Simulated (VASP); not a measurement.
# GaN (P6_3mc) in VASP: single point with PBE

Aim: the single point of GaN with PBE.

Program: VASP 6.6.1. These are calculated values, not measurements. Logs are shortened: lines on timing, memory, paths and dates and some standing lists are left out, and cuts for length are marked.

**1. The cell of the first run**

It takes space group P6_3mc (No. 186, hexagonal). Conventional cell: a = 3.180 Å, b = 3.180 Å, c = 5.166 Å, α = 90.00°, β = 90.00°, γ = 120.00°. Ga (site symmetry 3m) has 4 N at 1.94 to 1.95 Å within 2.6 Å. Within 2.6 Å of N (site symmetry 3m) lie 4 Ga at 1.94 to 1.95 Å.

**2. Single point, PBE**

Input file INCAR:

```
  PREC = Accurate
  ENCUT = 520
  EDIFF = 1E-7
  ISMEAR = -1
  SIGMA = 0.02
  LREAL = False
  LASPH = True
  NELM = 100
  ALGO = Normal
  ISIF = 2
  LWAVE = False
  LCHARG = False
  GGA = PE
  NBANDS = 26
```

Input file KPOINTS:

```
regular mesh
0
Gamma
  11 11 6
```

Input file POSCAR:

```
GaN
1.0
    3.1800000000      0.0000000000      0.0000000000
   -1.5900000000      2.7539607840      0.0000000000
    0.0000000000      0.0000000000      5.1660000000
Ga N
2 2
Direct
    0.3333333333      0.6666666667      0.0039408785
    0.6666666667      0.3333333333      0.5039408785
    0.3333333333      0.6666666667      0.3810591215
    0.6666666667      0.3333333333      0.8810591215
```

Potentials or basis: VASP PAW PBE potentials, release 64 (Ga_d, N).

The run is started by

```
cat potpaw_PBE.64/Ga_d/POTCAR potpaw_PBE.64/N/POTCAR > POTCAR
mpirun -np 1 vasp_std > vasp.out
```

OUTCAR:

```text
PREC = Accurate
   ENCUT = 520
   EDIFF = 1E-7
   ISMEAR = -1
   LREAL = False
   LASPH = True
   NELM = 100
   ISIF = 2
   GGA = PE

 ion  position               nearest neighbor table
   1  0.333  0.667  0.004-   4 1.94   4 1.94   4 1.94   3 1.95
   2  0.667  0.333  0.504-   3 1.94   3 1.94   3 1.94   4 1.95
   3  0.333  0.667  0.381-   2 1.94   2 1.94   2 1.94   1 1.95
   4  0.667  0.333  0.881-   1 1.94   1 1.94   1 1.94   2 1.95

  LATTYP: Found a hexagonal cell.
 ALAT       =     3.1800000000
 C/A-ratio  =     1.6245283019

  Lattice vectors:

 A1 = (   3.1800000000,   0.0000000000,   0.0000000000)
 A2 = (  -1.5900000000,   2.7539607840,   0.0000000000)
 A3 = (   0.0000000000,   0.0000000000,   5.1660000000)

Analysis of symmetry for initial positions (statically):
=====================================================================
 Subroutine PRICEL returns:
 Original cell was already a primitive cell.

 Routine SETGRP: Setting up the symmetry group for a
 hexagonal supercell.

 Subroutine GETGRP returns: Found 12 space group operations
 (whereof  6 operations were pure point group operations)
 out of a pool of 24 trial point group operations.

The static configuration has the point symmetry C_3v.
 The point group associated with its full space group is C_6v.

Analysis of symmetry for dynamics (positions and initial velocities):
=====================================================================
 Subroutine PRICEL returns:
 Original cell was already a primitive cell.

 Routine SETGRP: Setting up the symmetry group for a
 hexagonal supercell.

 Subroutine GETGRP returns: Found 12 space group operations
 (whereof  6 operations were pure point group operations)
 out of a pool of 24 trial point group operations.

The dynamic configuration has the point symmetry C_3v.
 The point group associated with its full space group is C_6v.

 Subroutine INISYM returns: Found 12 space group operations
 (whereof  6 operations are pure point group operations),
 and found     1 'primitive' translations

----------------------------------------------------------------------------------------

                                     Primitive cell

  volume of cell :      45.2417

  direct lattice vectors                    reciprocal lattice vectors
     3.180000000  0.000000000  0.000000000     0.314465409  0.181556688  0.000000000
    -1.590000000  2.753960784  0.000000000     0.000000000  0.363113377  0.000000000
     0.000000000  0.000000000  5.166000000     0.000000000  0.000000000  0.193573364

  length of vectors
     3.180000000  3.180000000  5.166000000     0.363113377  0.363113377  0.193573364

  position of ions in fractional coordinates (direct lattice)
     0.333333333  0.666666667  0.003940879
     0.666666667  0.333333333  0.503940879
     0.333333333  0.666666667  0.381059122
     0.666666667  0.333333333  0.881059122

  ion indices of the primitive-cell ions
   primitive index   ion index
                 1           1
                 2           2
                 3           3
                 4           4

----------------------------------------------------------------------------------------

 KPOINTS: regular mesh

Automatic generation of k-mesh.
 Grid dimensions read from file:
 generate k-points for:   11   11    6

 Generating k-lattice:

  Cartesian coordinates                     Fractional coordinates (reciprocal lattice)
     0.028587764  0.016505153  0.000000000     0.090909091  0.000000000  0.000000000
     0.000000000  0.033010307  0.000000000     0.000000000  0.090909091  0.000000000
     0.000000000  0.000000000  0.032262227     0.000000000  0.000000000  0.166666667

  Length of vectors
     0.033010307  0.033010307  0.032262227

  Shift w.r.t. Gamma in fractional coordinates (k-lattice)
     0.000000000  0.000000000  0.000000000

 Subroutine IBZKPT returns following result:
 ===========================================

 Found     64 irreducible k-points:

 Following reciprocal coordinates:
            Coordinates               Weight
  0.000000  0.000000  0.000000      1.000000
  0.090909  0.000000  0.000000      6.000000
  0.181818  0.000000  0.000000      6.000000
  0.272727  0.000000  0.000000      6.000000
  0.363636  0.000000  0.000000      6.000000
  0.454545  0.000000  0.000000      6.000000
[... 16 lines left out ...]
  0.090909  0.090909  0.166667     12.000000
  0.181818  0.090909  0.166667     24.000000
 [... further k-points ...]
   k-points           NKPTS =     64   k-points in BZ     NKDIM =     64   number of bands    NBANDS=     26
   number of dos      NEDOS =    301   number of ions     NIONS =      4
   total plane-waves  NPLWV =  23040
   dimension x,y,z NGX =    24 NGY =   24 NGZ =   40
   dimension x,y,z NGXF=    48 NGYF=   48 NGZF=   80
   ions per type =               2   2
   NGX,Y,Z   is equivalent  to a cutoff of  12.55, 12.55, 12.87 a.u.
   NGXF,Y,Z  is equivalent  to a cutoff of  25.09, 25.09, 25.74 a.u.
 SYSTEM =  unknown system
   PREC   = accura    normal or accurate (medium, high low for compatibility)
   ISTART =      0    job   : 0-new  1-cont  2-samecut
   ICHARG =      2    charge: 1-file 2-atom 10-const
   ISPIN  =      1    spin polarized calculation?
   LNONCOLLINEAR =      F non collinear calculations
   LSORBIT =      F    spin-orbit coupling
   LASPH  =      T    aspherical Exc in radial PAW
   ENCUT  =  520.0 eV  38.22 Ry    6.18 a.u.   5.91  5.91  9.61*2*pi/ulx,y,z
   NELM   =    100;   NELMIN=  2; NELMDL= -5     # of ELM steps
   EDIFF  = 0.1E-06   stopping-criterion for ELM
   LREAL  =      F    real-space projection
   EDIFFG = 0.1E-05   stopping-criterion for IOM
   NSW    =      0    number of steps for IOM
   IBRION =     -1    ionic relax: 0-MD 1-quasi-New 2-CG
   NFREE  =      0    steps in history (QN), initial steepest desc. (CG)
   ISIF   =      2    stress and relaxation
   ISYM   =      2    0-nonsym 1-usesym 2-fastsym
   POTIM  = 0.5000    time-step for ionic-motion
   TEBEG  =    0.0;   TEEND  =   0.0 temperature during run
   PSTRESS=    0.0 pullay stress
   NELECT =      36.0000    total number of electrons
   NUPDOWN=      -1.0000    fix difference up-down
   EMIN   =  10.00;   EMAX   =-10.00  energy-range for DOS
   EFERMI =   0.00;   METHOD = LEGACY
   ISMEAR =    -1;   SIGMA  =   0.02  broadening in eV -4-tet -1-fermi 0-gaus
   EFERMI_NEDOS =   21; number of points for ismear=-14 and -15
   IALGO  =     38    algorithm
   IMIX   =      4    mixing-type and parameters
     AMIX     =   0.40;   BMIX     =  1.00
     AMIX_MAG =   1.60;   BMIX_MAG =  1.00
  volume/ion in A,a.u.               =      11.31        76.33
  Fermi-wavevector in a.u.,A,eV,Ry     =   1.517036  2.866782 31.312427  2.301398
  Thomas-Fermi vector in A             =   2.626345
   LORBIT       =      0    0 simple, 1 ext, 2 COOP (PROOUT), +10 PAW based schemes
   GGA     = PE    functional components
   LHFCALC =     F    Hartree Fock is set to
   AEXX    =    0.0000 exact exchange contribution
   IVDW    =     0    specifies the selected vdW correction
   LEPSILON=     F    determine dielectric tensor
   LRPA    =     F    only Hartree local field effects (RPA)
 non-spin polarized calculation
  energy-cutoff  :      520.00
  volume of cell :       45.24
 maximum number of plane-waves:      1236
 NGX is ok and might be reduce to    24
   NGX = 11   NGY = 11   NGZ = 19

 number of electron      36.0000002 magnetization

 Free energy of the ion-electron system (eV)
  ---------------------------------------------------
  ext. energy  EPLUGINS =         0.00000000
  ---------------------------------------------------
  free energy    TOTEN  =       -24.28655077 eV

  energy without entropy =      -24.28655077  energy(sigma->0) =      -24.28655077

 E-fermi :   5.8521     XC(G=0): -11.7219

 val. band max:        5.4210951491   @ k =   0.0000   0.0000   0.0000
 cond. band min:       7.4074884810   @ k =   0.0000   0.0000   0.0000
 fundamental gap:      1.9863933319
 Fermi energy:         5.8521175161

 k-point     1 :       0.0000    0.0000    0.0000
  band No.  band energies     occupation
      1     -10.6379      2.00000
      2      -9.6836      2.00000
      3      -8.0189      2.00000
      4      -8.0040      2.00000
      5      -8.0040      2.00000
      6      -7.9405      2.00000
[... 18 lines left out ...]
     25      17.1893      0.00000
     26      17.1893      0.00000

 k-point     2 :       0.0909    0.0000    0.0000
  band No.  band energies     occupation
      1     -10.5552      2.00000
      2      -9.6618      2.00000
      3      -8.0114      2.00000
      4      -7.9918      2.00000
      5      -7.9776      2.00000
      6      -7.9311      2.00000
[... 18 lines left out ...]
     25      16.8070      0.00000
     26      17.3745      0.00000

 k-point     3 :       0.1818    0.0000    0.0000
  band No.  band energies     occupation
      1     -10.3339      2.00000
      2      -9.6101      2.00000
      3      -7.9831      2.00000
      4      -7.9635      2.00000
      5      -7.9145      2.00000
      6      -7.8791      2.00000
[... 18 lines left out ...]
     25      16.9224      0.00000
     26      17.7899      0.00000

 k-point     4 :       0.2727    0.0000    0.0000
  band No.  band energies     occupation
      1     -10.0549      2.00000
      2      -9.5574      2.00000
      3      -7.9577      2.00000
      4      -7.9387      2.00000
      5      -7.8670      2.00000
      6      -7.8210      2.00000
[... 18 lines left out ...]
     25      16.8943      0.00000
     26      18.3944      0.00000
[... 496 lines left out ...]
      1      -9.6839      2.00000
      2      -9.5103      2.00000
      3      -7.9602      2.00000
      4      -7.9150      2.00000
      5      -7.8404      2.00000
      6      -7.8072      2.00000
[... 18 lines left out ...]
     25      16.9879      0.00000
     26      18.9666      0.00000

 k-point    23 :       0.0909    0.0909    0.1667
  band No.  band energies     occupation
      1     -10.3297      2.00000
      2      -9.6491      2.00000
      3      -7.9861      2.00000
      4      -7.9696      2.00000
      5      -7.9235      2.00000
      6      -7.9212      2.00000
[... 18 lines left out ...]
     25      16.3519      0.00000
     26      17.4655      0.00000

 k-point    24 :       0.1818    0.0909    0.1667
  band No.  band energies     occupation
      1     -10.0920      2.00000
      2      -9.5889      2.00000
      3      -7.9580      2.00000
      4      -7.9461      2.00000
      5      -7.8924      2.00000
      6      -7.8680      2.00000
[... 18 lines left out ...]
     25      16.5395      0.00000
     26      17.9982      0.00000

 [... further k-points ...]

------------------------ aborting loop because EDIFF is reached ----------------------------------------

  FORCE on cell =-STRESS in cart. coord.  units (eV):
  Direction    XX          YY          ZZ          XY          YZ          ZX
  --------------------------------------------------------------------------------------
  -------------------------------------------------------------------------------------
  Total        1.9838807      1.9838807      2.2292333      0.0000000      0.0000000      0.0000000
  in kB       70.2565552     70.2565551     78.9453994      0.0000000      0.0000000      0.0000000
  external PRESSURE =      73.1528366 kB  Pullay stress =       0.0000000 kB

 VOLUME and BASIS-vectors are now :
 -----------------------------------------------------------------------------
  energy-cutoff  :      520.00
  volume of cell :       45.24
      direct lattice vectors                 reciprocal lattice vectors
     3.180000000  0.000000000  0.000000000     0.314465409  0.181556688  0.000000000
    -1.590000000  2.753960784  0.000000000     0.000000000  0.363113377  0.000000000
     0.000000000  0.000000000  5.166000000     0.000000000  0.000000000  0.193573364

 POSITION                                       TOTAL-FORCE (eV/Angst)
 -----------------------------------------------------------------------------------
     -0.00000      1.83597      0.02036         0.000000      0.000000      0.000788
      1.59000      0.91799      2.60336        -0.000000     -0.000000      0.000788
     -0.00000      1.83597      1.96855        -0.000000     -0.000000     -0.000788
      1.59000      0.91799      4.55155         0.000000     -0.000000     -0.000788
 -----------------------------------------------------------------------------------
    total drift:                               -0.000001     -0.000002      0.000822

  FREE ENERGIE OF THE ION-ELECTRON SYSTEM (eV)
  ---------------------------------------------------
  free  energy   TOTEN  =       -24.2865507749 eV

  energy  without entropy=      -24.2865507749  energy(sigma->0) =      -24.28655077
```

Wall time 62 s (1 thread of Intel Xeon 8259CL, shared host); peak memory 0.2 GiB.

What came out:

| Property | Result |
| --- | --- |
| Free energy | -24.2866 eV |
| Pressure | 7.3 GPa |
| Band gap on the k mesh | 1.99 eV |

Stress tensor (GPa, compression positive):
```
7.03 0.00 0.00
0.00 7.03 0.00
0.00 0.00 7.89
```

Caveat: the cell stands under pressure.
